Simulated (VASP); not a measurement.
**IrPt2F6: single point with PBE**

IrPt2F6:

```
Ir Pt F
1.0
     3.22369    5.58359    0.00000
    -3.22369    5.58359    0.00000
     0.00000    0.00000    5.16506
Ir Pt F
1 2 6
Cartesian
  0.0000 0.0000 2.5825
  0.0000 7.4448 3.3546
  0.0000 3.7224 1.8104
  0.0000 1.6265 1.4600
  1.8151 4.7703 1.4600
  -1.8151 4.7703 1.4600
  -1.8151 6.3969 3.7051
  0.0000 9.5406 3.7051
  1.8151 6.3969 3.7051
```

```
Program                : VASP 6.6.1
Task                   : single point
Functional             : PBE
Potentials or basis    : VASP PAW PBE potentials, release 64 (Ir, Pt, F)
Cutoff                 : 520 eV
k mesh                 : 6 × 6 × 4
Occupations            : fermi-dirac, width 0.0167 eV
Spin                   : no spin polarisation
Dipole correction      : no
Further INCAR settings : ALGO = Normal; EDIFF = 1e-06; NBANDS = 46
```

```json
{
  "Pressure": "0.4 GPa",
  "Largest force": "0.169 eV/Å"
}
```

Forces in eV/Å, atoms in the order of the input:
```
Ir   0.000  0.000  0.000
Pt   0.000  0.000  0.013
Pt   0.000  0.000 -0.013
F    0.000  0.142 -0.091
F   -0.123 -0.071 -0.091
F    0.123 -0.071 -0.091
F    0.123  0.071  0.091
F    0.000 -0.142  0.091
F   -0.123  0.071  0.091
```

Levels at points of the mesh, in eV from the Fermi level:
| k point | band 33 | band 34 | band 35 | band 36 | band 37 | band 38 |
| --- | --- | --- | --- | --- | --- | --- |
| (0.00, 0.00, 0.00) | -0.52 | -0.33 | -0.33 | 0.06 | 0.06 | 1.15 |
| (0.50, 0.00, 0.00) | -0.42 | -0.38 | -0.24 | -0.04 | 0.17 | 1.52 |
| (0.00, 0.00, 0.50) | -0.31 | -0.31 | -0.20 | 0.06 | 0.06 | 1.61 |
| (0.50, 0.00, 0.50) | -0.33 | -0.25 | -0.24 | -0.09 | 0.18 | 1.50 |

Wall time 3.9 min on 1 thread of Intel Xeon 6975P-C, with other jobs on the host, peak memory 0.4 GiB.

Caveat: spin-orbit coupling is left out, which moves the levels of the heavy elements; an odd number of electrons without spin polarisation forces a metal; a magnetic or distorted state may lie lower.
